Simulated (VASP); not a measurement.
Wanted: the native input for a VASP 6.6.1 run.

```
Task                   : single point
Functional             : PBE
Potentials or basis    : VASP PAW PBE potentials, release 64 (Sn_d, Te)
Cutoff                 : 520 eV
k mesh                 : 8 × 8 × 5
Occupations            : fermi-dirac, width 0.05 eV
Spin                   : no spin polarisation
Dipole correction      : no
Further INCAR settings : ALGO = Normal; EDIFF = 1e-07; NBANDS = 28
```

The structure of SnTe (wurtzite type) lies in POSCAR:

```
SnTe
1.0
    5.4342459270      0.0000000000      0.0000000000
   -2.7171229635      4.7061950232      0.0000000000
    0.0000000000      0.0000000000      6.5262090114
Sn Te
2 2
Direct
    0.3333333333      0.6666666667     -0.0462582428
    0.6666666667      0.3333333333      0.4537417572
    0.3333333333      0.6666666667      0.4222582428
    0.6666666667      0.3333333333      0.9222582428
```

One way to write it, as run:

INCAR

```
SYSTEM = SnTe
ALGO     = Normal         ! electronic algorithm
EDIFF    = 1E-7           ! SCF threshold, eV
ENCUT    = 520            ! plane-wave cutoff, eV
GGA      = PE             ! functional
ISIF     = 2              ! what is computed and relaxed
ISMEAR   = -1             ! smearing method
LASPH    = .TRUE.         ! aspherical terms in the spheres
LCHARG   = .FALSE.        ! write CHGCAR
LREAL    = .FALSE.        ! projectors in reciprocal space
LWAVE    = .FALSE.        ! write WAVECAR
NBANDS   = 28             ! bands
NELM     = 60             ! most SCF steps
PREC     = Accurate       ! precision mode
SIGMA    = 0.05           ! smearing width, eV
```

KPOINTS

```
k-points
0
G
  8 8 5
  0 0 0
```

Potentials or basis: VASP PAW PBE potentials, release 64 (Sn_d, Te).

Launch:

```bash
$ cat potpaw_PBE.64/Sn_d/POTCAR potpaw_PBE.64/Te/POTCAR > POTCAR
$ mpirun -np 1 vasp_std > vasp.out
```

Results of the run:

The pressure is 0.0 GPa. The largest force is 0.005 eV/Å and the band gap on the k mesh is 0.86 eV (least direct gap 1.29 eV).

Caveat: spin-orbit coupling is left out, which moves the levels of the heavy elements; an odd mesh through Γ misses points on the zone boundary, where band edges can lie.

It took 61 s on 1 thread of Intel(R) Xeon(R) 6975P-C (Granite Rapids), with other jobs on the host, peak memory 0.33 GiB.
